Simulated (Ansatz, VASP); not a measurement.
Two plane-wave programs on Ti

The input INCAR:

```
SYSTEM = Ti
PREC     = Accurate       ! precision mode
ENCUT    = 520            ! plane-wave cutoff, eV
EDIFF    = 1E-7           ! SCF threshold, eV
ISMEAR   = 0              ! smearing method
SIGMA    = 0.15           ! smearing width, eV
LREAL    = .FALSE.        ! projectors in reciprocal space
LASPH    = .TRUE.         ! aspherical terms in the spheres
NELM     = 100            ! most SCF steps
ALGO     = Fast           ! electronic algorithm
ISIF     = 2              ! what is computed and relaxed
LWAVE    = .FALSE.        ! write WAVECAR
LCHARG   = .FALSE.        ! write CHGCAR
GGA      = PE             ! functional
NBANDS   = 12             ! bands
```

KPOINTS

```
Automatic mesh
0
G
  22 22 22
  0 0 0
```

Contents of POSCAR:

```
Ti
1.0
   -1.5104238386      1.5104238386      1.8899933492
    1.5104238386     -1.5104238386      1.8899933492
    1.5104238386      1.5104238386     -1.8899933492
Ti
1
Direct
    0.0000000000      0.0000000000      0.0000000000
```

Input for Ansatz:

```yaml
crystal:
  lattice:
    - [-1.5104238386, 1.5104238386, 1.8899933492]
    - [1.5104238386, -1.5104238386, 1.8899933492]
    - [1.5104238386, 1.5104238386, -1.8899933492]
  atoms:
    - { symbol: Ti, position: [0.0, 0.0, 0.0] }
basis:
  ecutwfc: 520.0
kpoints:
  mp_grid: { grid: [22, 22, 22] }
hamiltonian:
  xc: pbe
  pseudopotentials: { kind: paw, azcp: { folder: soft_1 } }
scf:
  occupations: { method: gaussian, width: 0.15 }
output:
  forces: true
  stress: true
  eigenvalues: true
  write_density: true
  write_potential: true
  elf: true
  volumetric_format: npy
```

Alike in both runs: task single point; functional PBE; k mesh 22 × 22 × 22; occupations gaussian, width 0.15 eV; no spin polarisation.

|  | VASP | Ansatz |
| --- | --- | --- |
| version | VASP 6.6.1 | Ansatz 0.2.0 |
| potentials or method | VASP PAW PBE potentials, release 64 (Ti_sv), cutoff 520 eV | scalar-relativistic, plane waves, PAW |
| valence electrons in the cell | 12 | 12 |

```csv
,VASP,Ansatz,Ansatz less VASP
gap on the k mesh at the Fermi level (eV),none,none,-
pressure (GPa),0.5,0.8,+0.26
"traceless stress, the component that is largest in VASP (GPa)",2.11,2.09,-0.015
```

A gap of «none» marks a metal or a gap that the smearing closes.
